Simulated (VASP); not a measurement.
# Si5N (I4/mmm) in VASP: further runs

Runs on Si5N. Level: PBE. Tasks: single point, relaxation of cell and atoms.

All numbers are computed with VASP 6.6.1; they aren't measurements. Logs are shortened: lines on timing, memory, paths and dates and some standing lists are left out, and cuts for length are marked.

## (1) The cell of the first run

The structure is tetragonal, space group I4/mmm (No. 139). Conventional cell: a = 6.236 Å, b = 6.236 Å, c = 4.723 Å, α = 90.00°, β = 90.00°, γ = 90.00°. Si (site symmetry m2m) has 1 N at 1.95 Å and 1 Si at 2.34 Å within 2.6 Å. Si (site symmetry 4/mmm) has 2 N at 2.36 Å and 8 Si at 3.06 Å within 3.1 Å. N (site symmetry 4/mmm) has 6 Si at 1.95 to 2.36 Å within 2.6 Å.

The cell was built from a structure type or drawn by symmetry, and may not be a known phase.

## (2) Single point, PBE

Contents of INCAR:

```
SYSTEM = Si5N
PREC = Accurate
ENCUT = 520
EDIFF = 1E-7
ISMEAR = 0
SIGMA = 0.1
LREAL = .FALSE.
LASPH = .TRUE.
NELM = 80
ALGO = Normal
ISIF = 2
LWAVE = .FALSE.
LCHARG = .FALSE.
GGA = PE
NBANDS = 22
```

Contents of KPOINTS:

```
Automatic mesh
0
G
  4 4 4
  0 0 0
```

Contents of POSCAR:

```
Si5N
1.0
   -3.1177867542      3.1177867542      2.3613284204
    3.1177867542     -3.1177867542      2.3613284204
    3.1177867542      3.1177867542     -2.3613284204
Si N
5 1
Direct
    0.0000000000      0.3119665886      0.3119665886
    0.0000000000      0.6880334114      0.6880334114
    0.6880334114      0.0000000000      0.6880334114
    0.3119665886      0.0000000000      0.3119665886
    0.5000000000      0.5000000000      0.0000000000
    0.0000000000      0.0000000000      0.0000000000
```

Potentials or basis: VASP PAW PBE potentials, release 64 (Si, N).

Started as:

```console
$ cat potpaw_PBE.64/Si/POTCAR potpaw_PBE.64/N/POTCAR > POTCAR
$ mpirun -np 1 vasp_std > vasp.out
```

OUTCAR:

```text
SYSTEM = Si5N
   PREC = Accurate
   ENCUT = 520
   EDIFF = 1E-7
   ISMEAR = 0
   LREAL = .FALSE.
   LASPH = .TRUE.
   NELM = 80
   ISIF = 2
   GGA = PE

 ion  position               nearest neighbor table
   1  0.000  0.312  0.312-   6 1.95   2 2.34   4 2.75   3 2.75   4 2.89   3 2.89   3 2.89   4 2.89
                             5 3.06   5 3.06
   2  0.000  0.688  0.688-   6 1.95   1 2.34   3 2.75   4 2.75   4 2.89   3 2.89   3 2.89   4 2.89
                             5 3.06   5 3.06
   3  0.688  0.000  0.688-   6 1.95   4 2.34   1 2.75   2 2.75   1 2.89   2 2.89   2 2.89   1 2.89
                             5 3.06   5 3.06
   4  0.312  0.000  0.312-   6 1.95   3 2.34   1 2.75   2 2.75   1 2.89   2 2.89   2 2.89   1 2.89
                             5 3.06   5 3.06
   5  0.500  0.500  0.000-   6 2.36   6 2.36   2 3.06   3 3.06   4 3.06   4 3.06   1 3.06   2 3.06
                             3 3.06   1 3.06
   6  0.000  0.000  0.000-   1 1.95   2 1.95   3 1.95   4 1.95   5 2.36   5 2.36

  LATTYP: Found a body centered tetragonal cell.
 ALAT       =     6.2355735084
 C/A-ratio  =     0.7573732928

  Lattice vectors:

 A1 = (  -3.1177867542,   3.1177867542,   2.3613284204)
 A2 = (   3.1177867542,  -3.1177867542,   2.3613284204)
 A3 = (   3.1177867542,   3.1177867542,  -2.3613284204)

Analysis of symmetry for initial positions (statically):
=====================================================================
 Subroutine PRICEL returns:
 Original cell was already a primitive cell.

 Routine SETGRP: Setting up the symmetry group for a
 body centered tetragonal supercell.

 Subroutine GETGRP returns: Found 16 space group operations
 (whereof 16 operations were pure point group operations)
 out of a pool of 16 trial point group operations.

The static configuration has the point symmetry D_4h.

Analysis of symmetry for dynamics (positions and initial velocities):
=====================================================================
 Subroutine PRICEL returns:
 Original cell was already a primitive cell.

 Routine SETGRP: Setting up the symmetry group for a
 body centered tetragonal supercell.

 Subroutine GETGRP returns: Found 16 space group operations
 (whereof 16 operations were pure point group operations)
 out of a pool of 16 trial point group operations.

The dynamic configuration has the point symmetry D_4h.

 Subroutine INISYM returns: Found 16 space group operations
 (whereof 16 operations are pure point group operations),
 and found     1 'primitive' translations

----------------------------------------------------------------------------------------

                                     Primitive cell

  volume of cell :      91.8141

  direct lattice vectors                    reciprocal lattice vectors
    -3.117786754  3.117786754  2.361328420     0.000000000  0.160370173  0.211745218
     3.117786754 -3.117786754  2.361328420     0.160370173  0.000000000  0.211745218
     3.117786754  3.117786754 -2.361328420     0.160370173  0.160370173  0.000000000

  length of vectors
     5.001705749  5.001705749  5.001705749     0.265621214  0.265621214  0.226797673

  position of ions in fractional coordinates (direct lattice)
     0.000000000  0.311966589  0.311966589
     0.000000000  0.688033411  0.688033411
     0.688033411  0.000000000  0.688033411
     0.311966589  0.000000000  0.311966589
     0.500000000  0.500000000  0.000000000
     0.000000000  0.000000000  0.000000000

  ion indices of the primitive-cell ions
   primitive index   ion index
                 1           1
                 2           2
                 3           3
                 4           4
                 5           5
                 6           6

----------------------------------------------------------------------------------------

 KPOINTS: Automatic mesh

Automatic generation of k-mesh.
 Grid dimensions read from file:
 generate k-points for:    4    4    4

 Generating k-lattice:

  Cartesian coordinates                     Fractional coordinates (reciprocal lattice)
     0.000000000  0.040092543  0.052936304     0.250000000  0.000000000  0.000000000
     0.040092543  0.000000000  0.052936304     0.000000000  0.250000000  0.000000000
     0.040092543  0.040092543  0.000000000     0.000000000  0.000000000  0.250000000

  Length of vectors
     0.066405304  0.066405304  0.056699418

  Shift w.r.t. Gamma in fractional coordinates (k-lattice)
     0.000000000  0.000000000  0.000000000

 Subroutine IBZKPT returns following result:
 ===========================================

 Found     13 irreducible k-points:

 Following reciprocal coordinates:
            Coordinates               Weight
  0.000000  0.000000  0.000000      1.000000
  0.250000  0.000000  0.000000      8.000000
  0.500000  0.000000  0.000000      4.000000
  0.250000  0.250000  0.000000      8.000000
  0.500000  0.250000  0.000000     16.000000
 -0.250000  0.250000  0.000000      4.000000
  0.500000  0.500000  0.000000      2.000000
  0.250000  0.250000  0.250000      2.000000
 -0.250000  0.250000  0.250000      4.000000
  0.500000  0.500000  0.250000      4.000000
 -0.250000  0.500000  0.250000      8.000000
 -0.250000 -0.250000  0.250000      2.000000
  0.500000  0.500000  0.500000      1.000000
   k-points           NKPTS =     13   k-points in BZ     NKDIM =     13   number of bands    NBANDS=     22
   number of dos      NEDOS =    301   number of ions     NIONS =      6
   total plane-waves  NPLWV =  64000
   dimension x,y,z NGX =    40 NGY =   40 NGZ =   40
   dimension x,y,z NGXF=    80 NGYF=   80 NGZF=   80
   ions per type =               5   1
   NGX,Y,Z   is equivalent  to a cutoff of  13.30, 13.30, 13.30 a.u.
   NGXF,Y,Z  is equivalent  to a cutoff of  26.59, 26.59, 26.59 a.u.
 SYSTEM =  Si5N
   PREC   = accura    normal or accurate (medium, high low for compatibility)
   ISTART =      0    job   : 0-new  1-cont  2-samecut
   ICHARG =      2    charge: 1-file 2-atom 10-const
   ISPIN  =      1    spin polarized calculation?
   LNONCOLLINEAR =      F non collinear calculations
   LSORBIT =      F    spin-orbit coupling
   LASPH  =      T    aspherical Exc in radial PAW
   ENCUT  =  520.0 eV  38.22 Ry    6.18 a.u.   9.30  9.30  9.30*2*pi/ulx,y,z
   NELM   =     80;   NELMIN=  2; NELMDL= -5     # of ELM steps
   EDIFF  = 0.1E-06   stopping-criterion for ELM
   LREAL  =      F    real-space projection
   EDIFFG = 0.1E-05   stopping-criterion for IOM
   NSW    =      0    number of steps for IOM
   IBRION =     -1    ionic relax: 0-MD 1-quasi-New 2-CG
   NFREE  =      0    steps in history (QN), initial steepest desc. (CG)
   ISIF   =      2    stress and relaxation
   ISYM   =      2    0-nonsym 1-usesym 2-fastsym
   POTIM  = 0.5000    time-step for ionic-motion
   TEBEG  =    0.0;   TEEND  =   0.0 temperature during run
   PSTRESS=    0.0 pullay stress
   NELECT =      25.0000    total number of electrons
   NUPDOWN=      -1.0000    fix difference up-down
   EMIN   =  10.00;   EMAX   =-10.00  energy-range for DOS
   EFERMI =   0.00;   METHOD = LEGACY
   ISMEAR =     0;   SIGMA  =   0.10  broadening in eV -4-tet -1-fermi 0-gaus
   EFERMI_NEDOS =   21; number of points for ismear=-14 and -15
   IALGO  =     38    algorithm
   IMIX   =      4    mixing-type and parameters
     AMIX     =   0.40;   BMIX     =  1.00
     AMIX_MAG =   1.60;   BMIX_MAG =  1.00
  volume/ion in A,a.u.               =      15.30       103.27
  Fermi-wavevector in a.u.,A,eV,Ry     =   1.061089  2.005167 15.318931  1.125910
  Thomas-Fermi vector in A             =   2.196493
   LORBIT       =      0    0 simple, 1 ext, 2 COOP (PROOUT), +10 PAW based schemes
   GGA     = PE    functional components
   LHFCALC =     F    Hartree Fock is set to
   AEXX    =    0.0000 exact exchange contribution
   IVDW    =     0    specifies the selected vdW correction
   LEPSILON=     F    determine dielectric tensor
   LRPA    =     F    only Hartree local field effects (RPA)
 non-spin polarized calculation
 Gauss-broadening in eV      SIGMA  =   0.10
  energy-cutoff  :      520.00
  volume of cell :       91.81
 maximum number of plane-waves:      2486
 NGX is ok and might be reduce to    40
   NGX = 19   NGY = 19   NGZ = 19

 number of electron      25.0000000 magnetization

 Free energy of the ion-electron system (eV)
  ---------------------------------------------------
  ext. energy  EPLUGINS =         0.00000000
  ---------------------------------------------------
  free energy    TOTEN  =       -30.23735353 eV

  energy without entropy =      -30.23315859  energy(sigma->0) =      -30.23525606

 E-fermi :   8.0122     XC(G=0): -10.6014

 val. band max:        8.0120979935   @ k =  -0.2500   0.2500   0.2500
 cond. band min:       8.1838781045   @ k =   0.5000   0.5000   0.2500
 fundamental gap:      0.1717801110
 Fermi energy:         8.0122175679

 k-point     1 :       0.0000    0.0000    0.0000
  band No.  band energies     occupation
      1      -9.8510      2.00000
      2      -2.9767      2.00000
      3      -1.0796      2.00000
      4      -1.0796      2.00000
      5       1.3938      2.00000
      6       2.4025      2.00000
[... 14 lines left out ...]
     21      15.9568      0.00000
     22      16.7065      0.00000

 k-point     2 :       0.2500    0.0000    0.0000
  band No.  band energies     occupation
      1      -9.7420      2.00000
      2      -3.0590      2.00000
      3      -1.2541      2.00000
      4      -0.7839      2.00000
      5       0.0450      2.00000
      6       1.4217      2.00000
[... 14 lines left out ...]
     21      13.6393      0.00000
     22      14.1361      0.00000
[... 248 lines left out ...]
     21      13.1018      0.00000
     22      13.8671      0.00000

 k-point    13 :       0.5000    0.5000    0.5000
  band No.  band energies     occupation
      1      -9.6159      2.00000
      2      -2.3544      2.00000
      3      -2.1222      2.00000
      4      -2.1222      2.00000
      5       0.5277      2.00000
      6       0.9438      2.00000
[... 14 lines left out ...]
     21      12.7420      0.00000
     22      13.3241      0.00000

------------------------ aborting loop because EDIFF is reached ----------------------------------------

  FORCE on cell =-STRESS in cart. coord.  units (eV):
  Direction    XX          YY          ZZ          XY          YZ          ZX
  --------------------------------------------------------------------------------------
  -------------------------------------------------------------------------------------
  Total        0.0232540      0.0232540     -0.0820021      0.0000000      0.0000000      0.0000000
  in kB        0.4057881      0.4057881     -1.4309556      0.0000000      0.0000000      0.0000000
  external PRESSURE =      -0.2064598 kB  Pullay stress =       0.0000000 kB

 VOLUME and BASIS-vectors are now :
 -----------------------------------------------------------------------------
  energy-cutoff  :      520.00
  volume of cell :       91.81
      direct lattice vectors                 reciprocal lattice vectors
    -3.117786754  3.117786754  2.361328420     0.000000000  0.160370173  0.211745218
     3.117786754 -3.117786754  2.361328420     0.160370173  0.000000000  0.211745218
     3.117786754  3.117786754 -2.361328420     0.160370173  0.160370173  0.000000000

 POSITION                                       TOTAL-FORCE (eV/Angst)
 -----------------------------------------------------------------------------------
      1.94529      0.00000      0.00000        -0.010207      0.000000     -0.000000
      4.29028      0.00000      0.00000         0.010207      0.000000      0.000000
      0.00000      4.29028      0.00000         0.000000      0.010207      0.000000
      0.00000      1.94529      0.00000         0.000000     -0.010207     -0.000000
      0.00000      0.00000      2.36133         0.000000     -0.000000     -0.000000
      0.00000      0.00000      0.00000         0.000000      0.000000     -0.000000
 -----------------------------------------------------------------------------------
    total drift:                               -0.000000      0.000000      0.000000

  FREE ENERGIE OF THE ION-ELECTRON SYSTEM (eV)
  ---------------------------------------------------
  free  energy   TOTEN  =       -30.2373535284 eV

  energy  without entropy=      -30.2331585905  energy(sigma->0) =      -30.23525606
```

It took 45 s on 1 thread of Intel Xeon 8259CL, shared host; peak memory 0.23 GiB.

Results:

```
Free energy            : -30.2374 eV
Pressure               : 0.0 GPa
Largest force          : 0.010 eV/Å
Band gap on the k mesh : zero (an odd number of electrons rules out a gap without spin polarisation)
```

Forces on the atoms (eV/Å):
```
Si  -0.010  0.000  0.000
Si   0.010  0.000  0.000
Si   0.000  0.010  0.000
Si   0.000 -0.010  0.000
Si   0.000  0.000  0.000
N    0.000  0.000  0.000
```

Stress tensor (GPa, compression positive):
```
 0.04  0.00  0.00
 0.00  0.04  0.00
 0.00  0.00 -0.14
```

Caveat: the k points lie up to 0.42 Å⁻¹ apart, too coarse for converged energies and pressures of a metal.

## (3) Relaxation of cell and atoms, PBE

This run uses another cell than the first one, of 14.50 Å³/atom.

Contents of INCAR:

```
SYSTEM = Si5N
PREC = Accurate ; ENCUT = 600
EDIFF = 1E-6 ; ISMEAR = 0
SIGMA = 0.1 ; LREAL = .FALSE.
LASPH = .TRUE. ; NELM = 80
ALGO = Normal ; ISIF = 3
LWAVE = .FALSE. ; LCHARG = .FALSE.
GGA = PE ; IBRION = 2
NSW = 90 ; EDIFFG = -0.04
```

Contents of KPOINTS:

```
regular mesh
0
G
  4 4 4
  0 0 0
```

Contents of POSCAR:

```
Si5N
1.0
   -2.7051508300      2.7051508300      2.9720061200
    2.7051508300     -2.7051508300      2.9720061200
    2.7051508300      2.7051508300     -2.9720061200
Si N
5 1
Direct
    0.0000000000      0.3516755800      0.3516755800
    0.0000000000      0.6483244200      0.6483244200
    0.6483244200      0.0000000000      0.6483244200
    0.3516755800      0.0000000000      0.3516755800
    0.5000000000      0.5000000000      0.0000000000
    0.0000000000      0.0000000000      0.0000000000
```

Potentials or basis: VASP PAW PBE potentials, release 64 (Si, N).

Started as:

```console
$ cat potpaw_PBE.64/Si/POTCAR potpaw_PBE.64/N/POTCAR > POTCAR
$ mpirun -np 1 vasp_std > vasp.out
```

Run time: 13 min. Hardware: 1 thread of Intel Xeon 8259CL, shared host; peak memory 0.25 GiB.

Results (log left out):

```yaml
Free_energy: -30.2366 eV
Relaxed_volume: 15.28 Å³/atom
Relaxed_cell: a = 5.000 Å, b = 5.000 Å, c = 5.000 Å, α = 102.85°, β = 102.85°, γ = 123.71°
Space_group_after_relaxing_to_0.1_Å: I4/mmm (No. 139)
Pressure_after_relaxing: 0.1 GPa
Largest_force_after_relaxing: 0.004 eV/Å
```

Forces on the atoms (eV/Å):
```
Si   0.004  0.000  0.000
Si  -0.004  0.000  0.000
Si   0.000 -0.004  0.000
Si   0.000  0.004  0.000
Si   0.000  0.000  0.000
N    0.000  0.000  0.000
```

Stress tensor (GPa, compression positive):
```
0.03 0.00 0.00
0.00 0.03 0.00
0.00 0.00 0.12
```

Final structure:
```cif
data_structure
_symmetry_space_group_name_H-M 'P 1'
_symmetry_Int_Tables_number 1
_cell_length_a 5.0001
_cell_length_b 5.0001
_cell_length_c 5.0001
_cell_angle_alpha 102.855
_cell_angle_beta 102.855
_cell_angle_gamma 123.714
_cell_volume 91.69
loop_
_atom_site_label
_atom_site_type_symbol
_atom_site_fract_x
_atom_site_fract_y
_atom_site_fract_z
_atom_site_occupancy
Si1 Si 0.00000 0.31193 0.31193 1
Si2 Si 0.00000 0.68807 0.68807 1
Si3 Si 0.68807 0.00000 0.68807 1
Si4 Si 0.31193 0.00000 0.31193 1
Si5 Si 0.50000 0.50000 0.00000 1
N1 N 0.00000 0.00000 0.00000 1
```

Levels at points of the mesh, in eV from the Fermi level:
```tsv
k point	band 10	band 11	band 12	band 13	band 14	band 15
(0.00, 0.00, 0.00)	-2.83	-2.83	-1.20	-1.20	-0.24	-0.24
(0.50, 0.00, 0.00)	-1.66	-0.74	-0.66	0.51	0.97	1.84
(0.50, 0.50, 0.00)	-3.91	-1.16	-0.79	0.42	0.84	2.28
(0.50, 0.50, 0.50)	-3.04	0.32	0.91	0.91	1.39	2.04
```

Caveat: the k points lie up to 0.42 Å⁻¹ apart in the final cell; the highest band is partly filled, so the run has too few bands.
